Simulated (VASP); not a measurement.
Here is a VASP 6.6.1 calculation.

File INCAR:

```
SYSTEM = Rh
ALGO     = Normal         ! electronic algorithm
EDIFF    = 1E-6           ! SCF threshold, eV
ENCUT    = 520            ! plane-wave cutoff, eV
GGA      = PE             ! functional
ISIF     = 2              ! what is computed and relaxed
ISMEAR   = -1             ! smearing method
LASPH    = .TRUE.         ! aspherical terms in the spheres
LCHARG   = .FALSE.        ! write CHGCAR
LREAL    = .FALSE.        ! projectors in reciprocal space
LWAVE    = .FALSE.        ! write WAVECAR
NBANDS   = 22             ! bands
NELM     = 80             ! most SCF steps
PREC     = Accurate       ! precision mode
SIGMA    = 0.1            ! smearing width, eV
```

KPOINTS

```
k-points
0
G
  11 11 11
  0 0 0
```

Contents of POSCAR:

```
Rh
1.0
    0.0000000000      2.8647836063      2.8647836063
    2.8647836063      0.0000000000      2.8647836063
    2.8647836063      2.8647836063      0.0000000000
Rh
2
Direct
    0.1250000000      0.1250000000      0.1250000000
    0.8750000000      0.8750000000      0.8750000000
```

Potentials or basis: VASP PAW PBE potentials, release 64 (Rh_pv).

The run is started by

```bash
$ cat potpaw_PBE.64/Rh_pv/POTCAR > POTCAR
$ mpirun -np 1 vasp_std > vasp.out
```

Task: What does it give for the band gap on the k mesh?

Result: Zero (band 15 reaches 5.46 eV, above the bottom of band 16 at 4.53 eV).

Task: Predict the pressure.

Result: -10.7 GPa.
